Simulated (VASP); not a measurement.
The system is MgS.

```xyz
4
Lattice="4.0286 0.0000 0.0000 -2.0143 3.4889 0.0000 0.0000 0.0000 6.4544" Properties=species:S:1:pos:R:3 pbc="T T T"
Mg    0.0000    2.3259   -0.0185
Mg    2.0143    1.1630    3.2087
S     0.0000    2.3259    2.4389
S     2.0143    1.1630    5.6661
```

Base run:

- Program: VASP 6.6.1
- Functional: LDA
- Potentials or basis: VASP PAW LDA potentials, release 64 (Mg, S)
- Cutoff: 520 eV
- k mesh: 6 × 6 × 4
- Occupations: gaussian, width 0.01 eV
- Spin: no spin polarisation

Its results: band gap on the k mesh 3.19 eV; pressure -2.4 GPa.

Problem. The run is repeated on the same cell with these changes: functional from LDA to PBE; potentials or basis from VASP PAW LDA potentials, release 64 (Mg, S) to VASP PAW PBE potentials, release 64 (Mg, S). What comes out?

Solution. Band gap on the k mesh 3.47 eV; pressure 0.9 GPa.

